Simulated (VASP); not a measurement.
# Ti (Im-3m) in VASP: further runs

Ti is run at these levels: revPBE, BLYP; tasks: relaxation of cell and atoms.

Everything below comes from runs of VASP 6.6.1. Logs are shortened: lines on timing, memory, paths and dates and some standing lists are left out, and cuts for length are marked.

## 1. The cell of the first run

Symmetry: Im-3m, No. 229, cubic system. Conventional cell: a = 3.282 Å, b = 3.282 Å, c = 3.282 Å, α = 90.00°, β = 90.00°, γ = 90.00°. Ti (site symmetry m-3m) has 14 Ti at 2.84 to 3.28 Å within 3.7 Å.

## 2. Relaxation of cell and atoms, revPBE

INCAR

```
SYSTEM = Ti
PREC = Accurate ; ENCUT = 600
EDIFF = 1E-7 ; ISMEAR = -1
SIGMA = 0.05 ; LREAL = .FALSE.
LASPH = .TRUE. ; NELM = 100
ALGO = Normal ; ISIF = 3
LWAVE = .FALSE. ; LCHARG = .FALSE.
GGA = RE ; IBRION = 2
NSW = 60 ; EDIFFG = -0.01
```

KPOINTS

```
regular mesh
0
G
  11 11 11
  0 0 0
```

POSCAR

```
Ti
1.0
   -1.6410000000      1.6410000000      1.6410000000
    1.6410000000     -1.6410000000      1.6410000000
    1.6410000000      1.6410000000     -1.6410000000
Ti
1
Direct
    0.0000000000      0.0000000000      0.0000000000
```

Potentials or basis: VASP PAW PBE potentials, release 64 (Ti_sv).

Started as:

```bash
> cat potpaw_PBE.64/Ti_sv/POTCAR > POTCAR
> mpirun -np 1 vasp_std > vasp.out
```

OUTCAR:

```text
SYSTEM = Ti
   PREC = Accurate
   ENCUT = 600
   EDIFF = 1E-7
   ISMEAR = -1
   LREAL = .FALSE.
   LASPH = .TRUE.
   NELM = 100
   ISIF = 3
   GGA = RE
   IBRION = 2
   NSW = 60
   EDIFFG = -0.01

 ion  position               nearest neighbor table
   1  0.000  0.000  0.000-

  LATTYP: Found a body centered cubic cell.
 ALAT       =     3.2820000000

  Lattice vectors:

 A1 = (  -1.6410000000,   1.6410000000,   1.6410000000)
 A2 = (   1.6410000000,  -1.6410000000,   1.6410000000)
 A3 = (   1.6410000000,   1.6410000000,  -1.6410000000)

Analysis of symmetry for initial positions (statically):
=====================================================================
 Subroutine PRICEL returns:
 Original cell was already a primitive cell.

 Routine SETGRP: Setting up the symmetry group for a
 body centered cubic supercell.

 Subroutine GETGRP returns: Found 48 space group operations
[... 9 lines left out ...]

 Routine SETGRP: Setting up the symmetry group for a
 body centered cubic supercell.

 Subroutine GETGRP returns: Found 48 space group operations
[... 11 lines left out ...]
                                     Primitive cell

  volume of cell :      17.6761

  direct lattice vectors                    reciprocal lattice vectors
    -1.641000000  1.641000000  1.641000000     0.000000000  0.304692261  0.304692261
     1.641000000 -1.641000000  1.641000000     0.304692261  0.000000000  0.304692261
     1.641000000  1.641000000 -1.641000000     0.304692261  0.304692261  0.000000000

  length of vectors
     2.842295375  2.842295375  2.842295375     0.430899928  0.430899928  0.430899928

  position of ions in fractional coordinates (direct lattice)
     0.000000000  0.000000000  0.000000000

  ion indices of the primitive-cell ions
   primitive index   ion index
                 1           1

----------------------------------------------------------------------------------------

 KPOINTS: regular mesh

Automatic generation of k-mesh.
 Grid dimensions read from file:
 generate k-points for:   11   11   11

 Generating k-lattice:

  Cartesian coordinates                     Fractional coordinates (reciprocal lattice)
     0.000000000  0.027699296  0.027699296     0.090909091  0.000000000  0.000000000
     0.027699296  0.000000000  0.027699296     0.000000000  0.090909091  0.000000000
     0.027699296  0.027699296  0.000000000     0.000000000  0.000000000  0.090909091

  Length of vectors
     0.039172721  0.039172721  0.039172721

  Shift w.r.t. Gamma in fractional coordinates (k-lattice)
     0.000000000  0.000000000  0.000000000

 Subroutine IBZKPT returns following result:
 ===========================================

 Found     56 irreducible k-points:

 Following reciprocal coordinates:
            Coordinates               Weight
  0.000000  0.000000  0.000000      1.000000
  0.090909  0.000000  0.000000     12.000000
  0.181818  0.000000  0.000000     12.000000
  0.272727  0.000000  0.000000     12.000000
  0.363636  0.000000  0.000000     12.000000
  0.454545  0.000000  0.000000     12.000000
[... 16 lines left out ...]
  0.272727  0.181818  0.090909     48.000000
  0.363636  0.181818  0.090909     24.000000
 [... further k-points ...]
   k-points           NKPTS =     56   k-points in BZ     NKDIM =     56   number of bands    NBANDS=     10
   number of dos      NEDOS =    301   number of ions     NIONS =      1
   total plane-waves  NPLWV =  13824
   dimension x,y,z NGX =    24 NGY =   24 NGZ =   24
   dimension x,y,z NGXF=    48 NGYF=   48 NGZF=   48
   ions per type =               1
   NGX,Y,Z   is equivalent  to a cutoff of  14.04, 14.04, 14.04 a.u.
   NGXF,Y,Z  is equivalent  to a cutoff of  28.08, 28.08, 28.08 a.u.
 SYSTEM =  Ti
   PREC   = accura    normal or accurate (medium, high low for compatibility)
   ISTART =      0    job   : 0-new  1-cont  2-samecut
   ICHARG =      2    charge: 1-file 2-atom 10-const
   ISPIN  =      1    spin polarized calculation?
   LNONCOLLINEAR =      F non collinear calculations
   LSORBIT =      F    spin-orbit coupling
   LASPH  =      T    aspherical Exc in radial PAW
   ENCUT  =  600.0 eV  44.10 Ry    6.64 a.u.   5.68  5.68  5.68*2*pi/ulx,y,z
   NELM   =    100;   NELMIN=  2; NELMDL= -5     # of ELM steps
   EDIFF  = 0.1E-06   stopping-criterion for ELM
   LREAL  =      F    real-space projection
   EDIFFG = -.1E-01   stopping-criterion for IOM
   NSW    =     60    number of steps for IOM
   IBRION =      2    ionic relax: 0-MD 1-quasi-New 2-CG
   NFREE  =      1    steps in history (QN), initial steepest desc. (CG)
   ISIF   =      3    stress and relaxation
   ISYM   =      2    0-nonsym 1-usesym 2-fastsym
   POTIM  = 0.5000    time-step for ionic-motion
   TEBEG  =    0.0;   TEEND  =   0.0 temperature during run
   PSTRESS=    0.0 pullay stress
   NELECT =      12.0000    total number of electrons
   NUPDOWN=      -1.0000    fix difference up-down
   EMIN   =  10.00;   EMAX   =-10.00  energy-range for DOS
   EFERMI =   0.00;   METHOD = LEGACY
   ISMEAR =    -1;   SIGMA  =   0.05  broadening in eV -4-tet -1-fermi 0-gaus
   EFERMI_NEDOS =   21; number of points for ismear=-14 and -15
   IALGO  =     38    algorithm
   IMIX   =      4    mixing-type and parameters
     AMIX     =   0.40;   BMIX     =  1.00
     AMIX_MAG =   1.60;   BMIX_MAG =  1.00
  volume/ion in A,a.u.               =      17.68       119.28
  Fermi-wavevector in a.u.,A,eV,Ry     =   1.438821  2.718977 28.166848  2.070205
  Thomas-Fermi vector in A             =   2.557745
   LORBIT       =      0    0 simple, 1 ext, 2 COOP (PROOUT), +10 PAW based schemes
   GGA     = RE    functional components
   LHFCALC =     F    Hartree Fock is set to
   AEXX    =    0.0000 exact exchange contribution
   IVDW    =     0    specifies the selected vdW correction
   LEPSILON=     F    determine dielectric tensor
   LRPA    =     F    only Hartree local field effects (RPA)
 conjugate gradient relaxation of ions
 non-spin polarized calculation
  energy-cutoff  :      600.00
  volume of cell :       17.68
 maximum number of plane-waves:       603
   NGX = 11   NGY = 11   NGZ = 11

--------------------------------------- Ionic step        1  -------------------------------------------

 number of electron      12.0000001 magnetization

 Free energy of the ion-electron system (eV)
  ---------------------------------------------------
  ext. energy  EPLUGINS =         0.00000000
  ---------------------------------------------------
  free energy    TOTEN  =        -7.41225572 eV

  energy without entropy =       -7.38938096  energy(sigma->0) =       -7.40081834

------------------------ aborting loop because EDIFF is reached ----------------------------------------

  FORCE on cell =-STRESS in cart. coord.  units (eV):
  Direction    XX          YY          ZZ          XY          YZ          ZX
  --------------------------------------------------------------------------------------
  -------------------------------------------------------------------------------------
  Total       -0.0490912     -0.0490912     -0.0490912     -0.0000000     -0.0000000     -0.0000000
  in kB       -4.4496753     -4.4496753     -4.4496753     -0.0000000     -0.0000000     -0.0000000
  external PRESSURE =      -4.4496753 kB  Pullay stress =       0.0000000 kB

 VOLUME and BASIS-vectors are now :
 -----------------------------------------------------------------------------
  energy-cutoff  :      600.00
  volume of cell :       17.68
      direct lattice vectors                 reciprocal lattice vectors
    -1.641000000  1.641000000  1.641000000     0.000000000  0.304692261  0.304692261
     1.641000000 -1.641000000  1.641000000     0.304692261  0.000000000  0.304692261
     1.641000000  1.641000000 -1.641000000     0.304692261  0.304692261  0.000000000
[... 36 lines left out ...]
 POSITION                                       TOTAL-FORCE (eV/Angst)
 -----------------------------------------------------------------------------------
      0.00000      0.00000      0.00000         0.000000     -0.000000      0.000000
 -----------------------------------------------------------------------------------
    total drift:                                0.000000      0.000000      0.000000

  FREE ENERGIE OF THE ION-ELECTRON SYSTEM (eV)
  ---------------------------------------------------
  free  energy   TOTEN  =        -7.4123344581 eV

  energy  without entropy=       -7.3897445435  energy(sigma->0) =       -7.40103950

--------------------------------------- Ionic step        3  -------------------------------------------

 number of electron      12.0000000 magnetization

 Free energy of the ion-electron system (eV)
  ---------------------------------------------------
  ext. energy  EPLUGINS =         0.00000000
  ---------------------------------------------------
  free energy    TOTEN  =        -7.41236998 eV

  energy without entropy =       -7.38967779  energy(sigma->0) =       -7.40102389

 E-fermi :   8.0335     XC(G=0): -11.3533

 val. band max:        8.0285933278   @ k =   0.1818   0.0909   0.0909
 cond. band min:       8.0390798042   @ k =  -0.4545  -0.4545   0.0909
 fundamental gap:      0.0104864765
 Fermi energy:         8.0334994206

 k-point     1 :       0.0000    0.0000    0.0000
  band No.  band energies     occupation
      1     -48.6200      2.00000
      2     -24.4438      2.00000
      3     -24.4438      2.00000
      4     -24.4438      2.00000
      5       2.0974      2.00000
      6       9.0267      0.00000
      7       9.0267      0.00000
      8       9.0267      0.00000
      9      10.7496      0.00000
     10      10.7496      0.00000

 k-point     2 :       0.0909    0.0000    0.0000
  band No.  band energies     occupation
      1     -48.6103      2.00000
      2     -24.4965      2.00000
      3     -24.4601      2.00000
      4     -24.4441      2.00000
      5       2.3750      2.00000
      6       8.9023      0.00000
      7       8.9856      0.00000
      8       9.2267      0.00000
      9      10.6141      0.00000
     10      10.7577      0.00000
[... 274 lines left out ...]
 k-point    24 :       0.3636    0.1818    0.0909
  band No.  band energies     occupation
      1     -48.4903      2.00000
      2     -24.9674      2.00000
      3     -24.7283      2.00000
      4     -24.5451      2.00000
      5       6.5954      2.00000
      6       7.4570      1.99998
      7       8.0539      0.79891
      8      10.9287      0.00000
      9      11.1183      0.00000
     10      14.2571      0.00000

 [... further k-points ...]
[... 5 lines left out ...]
  --------------------------------------------------------------------------------------
  -------------------------------------------------------------------------------------
  Total        0.0032070      0.0032070      0.0032070      0.0000000      0.0000000      0.0000000
  in kB        0.2920245      0.2920245      0.2920245      0.0000000      0.0000000      0.0000000
  external PRESSURE =       0.2920245 kB  Pullay stress =       0.0000000 kB

 VOLUME and BASIS-vectors are now :
 -----------------------------------------------------------------------------
  energy-cutoff  :      600.00
  volume of cell :       17.60
      direct lattice vectors                 reciprocal lattice vectors
    -1.638488302  1.638488302  1.638488302     0.000000000  0.305159335  0.305159335
     1.638488302 -1.638488302  1.638488302     0.305159335  0.000000000  0.305159335
     1.638488302  1.638488302 -1.638488302     0.305159335  0.305159335  0.000000000

 POSITION                                       TOTAL-FORCE (eV/Angst)
 -----------------------------------------------------------------------------------
      0.00000      0.00000      0.00000         0.000000     -0.000000      0.000000
 -----------------------------------------------------------------------------------
    total drift:                                0.000000      0.000000     -0.000000

  FREE ENERGIE OF THE ION-ELECTRON SYSTEM (eV)
  ---------------------------------------------------
  free  energy   TOTEN  =        -7.4123699837 eV

  energy  without entropy=       -7.3896777918  energy(sigma->0) =       -7.40102389

 reached required accuracy - stopping structural energy minimisation
```

It took 10 s on 1 thread of Intel Xeon 6975P-C (Granite Rapids), shared host; peak memory 0.15 GiB.

What came out:

```
Free energy                            : -7.4124 eV
Relaxed volume                         : 17.60 Å³/atom
Relaxed cell                           : a = 2.838 Å, b = 2.838 Å, c = 2.838 Å, α = 109.47°, β = 109.47°, γ = 109.47°
Space group after relaxing (to 0.05 Å) : Im-3m (No. 229)
Energy gained by relaxing              : 0.1 meV/atom
Ionic steps                            : 3
Pressure after relaxing                : 0.0 GPa
Band gap on the k mesh                 : zero (band 6 reaches 9.04 eV, above the bottom of band 7 at 7.46 eV)
```

The path:
| step | energy change (eV) | largest force (eV/Å) | pressure (GPa) | volume (Å³) |
| --- | --- | --- | --- | --- |
| 1 | 0.0000 | 0.0000 | -0.44 | 17.68 |
| 2 | -0.0001 | 0.0000 | 0.25 | 17.55 |
| 3 | -0.0001 | 0.0000 | 0.03 | 17.60 |

Final structure:
```
CELL_PARAMETERS angstrom
-1.63849 1.63849 1.63849
1.63849 -1.63849 1.63849
1.63849 1.63849 -1.63849
ATOMIC_POSITIONS crystal
Ti 0.00000 0.00000 0.00000
```

Caveat: the PAW data sets were made with another functional, which shifts forces and pressure a little.

## 3. Relaxation of cell and atoms, BLYP

INCAR

```
  AGGAC = 1.0
  AGGAX = 1.0
  ALDAC = 0.0
  ALDAX = 1.0
  ALGO = Normal
  EDIFF = 1E-6
  EDIFFG = -0.01
  ENCUT = 600
  GGA = B5
  IBRION = 2
  ISIF = 3
  ISMEAR = -1
  LASPH = True
  LCHARG = False
  LREAL = False
  LWAVE = False
  NELM = 80
  NSW = 60
  PREC = Accurate
  SIGMA = 0.05
```

KPOINTS

```
k-points
0
Gamma
  11 11 11
```

POSCAR is that of step 2.

Potentials or basis: VASP PAW PBE potentials, release 64 (Ti_sv).

Started as:

```bash
> cat potpaw_PBE.64/Ti_sv/POTCAR > POTCAR
> mpirun -np 1 vasp_std > vasp.out
```

OUTCAR:

```text
EDIFF = 1E-6
   EDIFFG = -0.01
   ENCUT = 600
   GGA = B5
   IBRION = 2
   ISIF = 3
   ISMEAR = -1
   LASPH = True
   LREAL = False
   NELM = 80
   NSW = 60
   PREC = Accurate

 ion  position               nearest neighbor table
   1  0.000  0.000  0.000-

  LATTYP: Found a body centered cubic cell.
 ALAT       =     3.2820000000

  Lattice vectors:

 A1 = (  -1.6410000000,   1.6410000000,   1.6410000000)
 A2 = (   1.6410000000,  -1.6410000000,   1.6410000000)
 A3 = (   1.6410000000,   1.6410000000,  -1.6410000000)

Analysis of symmetry for initial positions (statically):
=====================================================================
 Subroutine PRICEL returns:
 Original cell was already a primitive cell.

 Routine SETGRP: Setting up the symmetry group for a
 body centered cubic supercell.

 Subroutine GETGRP returns: Found 48 space group operations
[... 9 lines left out ...]

 Routine SETGRP: Setting up the symmetry group for a
 body centered cubic supercell.

 Subroutine GETGRP returns: Found 48 space group operations
[... 11 lines left out ...]
                                     Primitive cell

[... 143 lines left out ...]
  -------------------------------------------------------------------------------------
  Total       -0.0398871     -0.0398871     -0.0398871      0.0000000      0.0000000      0.0000000
  in kB       -3.6154038     -3.6154038     -3.6154038      0.0000000      0.0000000      0.0000000
  external PRESSURE =      -3.6154038 kB  Pullay stress =       0.0000000 kB
[... 57 lines left out ...]
--------------------------------------- Ionic step        3  -------------------------------------------

 number of electron      12.0000000 magnetization

 Free energy of the ion-electron system (eV)
  ---------------------------------------------------
  ext. energy  EPLUGINS =         0.00000000
  ---------------------------------------------------
  free energy    TOTEN  =        -6.67299911 eV

  energy without entropy =       -6.65254612  energy(sigma->0) =       -6.66277262

 E-fermi :   8.3933     XC(G=0): -10.8897

 val. band max:        8.3813179151   @ k =   0.2727   0.0909   0.0909
 cond. band min:       8.3957305613   @ k =  -0.3636   0.3636   0.0909
 fundamental gap:      0.0144126462
 Fermi energy:         8.3932980007

 k-point     1 :       0.0000    0.0000    0.0000
  band No.  band energies     occupation
      1     -47.9202      2.00000
      2     -23.9606      2.00000
      3     -23.9606      2.00000
      4     -23.9606      2.00000
      5       2.6679      2.00000
      6       9.3097      0.00000
      7       9.3097      0.00000
      8       9.3097      0.00000
      9      11.0235      0.00000
     10      11.0235      0.00000
[... 287 lines left out ...]
 k-point    24 :       0.3636    0.1818    0.0909
  band No.  band energies     occupation
      1     -47.7867      2.00000
      2     -24.4898      2.00000
      3     -24.2484      2.00000
      4     -24.0631      2.00000
      5       6.9960      2.00000
      6       7.8047      1.99998
      7       8.5119      0.17075
      8      11.1961      0.00000
      9      11.3823      0.00000
     10      14.6408      0.00000

 [... further k-points ...]
[... 5 lines left out ...]
  --------------------------------------------------------------------------------------
  -------------------------------------------------------------------------------------
  Total       -0.0023509     -0.0023509     -0.0023509      0.0000000      0.0000000     -0.0000000
  in kB       -0.2137469     -0.2137469     -0.2137469      0.0000000      0.0000000     -0.0000000
  external PRESSURE =      -0.2137469 kB  Pullay stress =       0.0000000 kB
[... 16 lines left out ...]
  FREE ENERGIE OF THE ION-ELECTRON SYSTEM (eV)
  ---------------------------------------------------
  free  energy   TOTEN  =        -6.6729991129 eV

  energy  without entropy=       -6.6525461210  energy(sigma->0) =       -6.66277262

 reached required accuracy - stopping structural energy minimisation
```

OSZICAR:

```text
N       E                     dE             d eps       ncg     rms          rms(c)
DAV:   1     0.813322848663E+02    0.81332E+02   -0.73659E+03  1120   0.160E+03
DAV:   2    -0.301664174956E+01   -0.84349E+02   -0.83083E+02  1140   0.326E+02
[... 21 lines left out ...]
DAV:   1    -0.667441417512E+01   -0.14483E-02   -0.30993E-02  1128   0.272E+00    0.329E-01
DAV:   2    -0.667296592832E+01    0.14482E-02   -0.58373E-03  1212   0.106E+00    0.664E-02
DAV:   3    -0.667293865344E+01    0.27275E-04   -0.39181E-04  1562   0.149E-01    0.208E-02
DAV:   4    -0.667296839590E+01   -0.29742E-04   -0.71036E-05  1498   0.447E-02    0.153E-02
DAV:   5    -0.667299734027E+01   -0.28944E-04   -0.63795E-05  1620   0.402E-02    0.894E-03
DAV:   6    -0.667299840983E+01   -0.10696E-05   -0.13681E-06  1004   0.137E-02    0.359E-03
DAV:   7    -0.667299911292E+01   -0.70309E-06   -0.65220E-07   710   0.888E-03
   3 F= -.66729991E+01 E0= -.66627726E+01  d E =-.606011E-04
```

CONTCAR:

```text
Ti
   1.00000000000000
    -1.6393075723578632    1.6393075723578632    1.6393075723578632
     1.6393075723578632   -1.6393075723578632    1.6393075723578632
     1.6393075723578632    1.6393075723578632   -1.6393075723578632
  Ti
     1
Direct
     0.0000000000000000    0.0000000000000000    0.0000000000000000

  0.00000000E+00  0.00000000E+00  0.00000000E+00
```

Wall time 16 s (1 thread of Intel Xeon 6975P-C (Granite Rapids), shared host); peak memory 0.14 GiB.

What came out:

```yaml
Free_energy: -6.6730 eV
Relaxed_volume: 17.62 Å³/atom
Relaxed_cell: a = 2.839 Å, b = 2.839 Å, c = 2.839 Å, α = 109.47°, β = 109.47°, γ = 109.47°
Space_group_after_relaxing_to_0.05_Å: Im-3m (No. 229)
Energy_gained_by_relaxing: 0.1 meV/atom
Ionic_steps: 3
Pressure_after_relaxing: 0.0 GPa
Band_gap_on_the_k_mesh: zero (band 6 reaches 9.34 eV, above the bottom of band 7 at 7.81 eV)
```

Final structure:
```yaml
crystal:
  lattice:
    - [-1.63931, 1.63931, 1.63931]
    - [1.63931, -1.63931, 1.63931]
    - [1.63931, 1.63931, -1.63931]
  atoms:
    - { symbol: Ti, position: [0.00000, 0.00000, 0.00000] }
```

Levels at points of the mesh, in eV from the Fermi level:
```tsv
k point	band 2	band 3	band 4	band 5	band 6	band 7	band 8	band 9	band 10
(0.00, 0.00, 0.00)	-32.35	-32.35	-32.35	-5.73	0.92	0.92	0.92	2.63	2.63
```

Caveat: the PAW data sets were made with another functional, which shifts forces and pressure a little.
